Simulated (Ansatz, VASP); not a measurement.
BaTiO3: VASP beside Ansatz

```
Ba Ti O
1.0
     2.83686    1.63786    2.32092
    -2.83686    1.63786    2.32092
     0.00000   -3.27572    2.32092
Ba Ti O
1 1 3
Cartesian
  0.0000 0.0000 -0.0108
  0.0000 0.0000 3.5245
  -1.4021 0.8095 4.5640
  0.0000 -1.6190 4.5640
  1.4021 0.8095 4.5640
```

Alike in both runs: task single point; functional r2SCAN; k mesh 6 × 6 × 6; occupations gaussian, width 0.02 eV; no spin polarisation; Hubbard terms Ti d U = 4.0 eV.

|  | VASP | Ansatz |
| --- | --- | --- |
| version | VASP 6.6.1 | Ansatz 0.2.0 |
| potentials or method | VASP PAW PBE potentials, release 64 (Ba_sv, Ti_sv, O), cutoff 520 eV | scalar-relativistic, plane waves, PAW |
| valence electrons in the cell | 40 | 40 |

```csv
,VASP,Ansatz,Ansatz less VASP
gap on the k mesh at the Fermi level (eV),2.90,2.89,-0.003
least direct gap on the mesh (eV),3.20,3.17,-0.032
pressure (GPa),3.9,0.0,-3.87
"traceless stress, the component that is largest in VASP (GPa)",-0.19,0.00,+0.194
rms of the force components (eV/Å),0.198,0.000,-0.1980
```

VASP's potentials were made for PBE, not for r2SCAN. The programs project onto different local orbitals, so the same U acts differently, and such runs can settle in different states. Atom by atom the forces differ by 0.198 eV/Å (rms over components).

Neither program's run includes spin-orbit coupling.
